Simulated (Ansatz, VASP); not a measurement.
# CuO: VASP beside Ansatz

```
Cu O
1.0
     0.00000    2.35788    2.35788
     2.35788    0.00000    2.35788
     2.35788    2.35788    0.00000
Cu O
1 1
Cartesian
  0.0000 0.0000 0.0000
  1.1789 1.1789 1.1789
```

Change from the starting cell: volume scaled by 1.04.

Alike in both runs: task single point; functional PBE; k mesh 10 × 10 × 10; occupations fermi-dirac, width 0.05 eV; no spin polarisation.

|  | VASP | Ansatz |
| --- | --- | --- |
| version | VASP 6.6.1 | Ansatz 0.2.0 |
| potentials or method | VASP PAW PBE potentials, release 64 (Cu, O), cutoff 520 eV | all-electron LAPW, scalar-relativistic |

VASP gave:

| Quantity | Value |
| --- | --- |
| gap on the k mesh at the Fermi level (eV) | none |
| pressure (GPa) | -12.4 |

Problem. What did Ansatz give for the same quantities?

Solution. gap on the k mesh at the Fermi level (eV): none; pressure (GPa): -12.7.

A gap of «none» marks a metal or a gap that the smearing closes. Ansatz ran all-electron here, and VASP with PAW potentials.
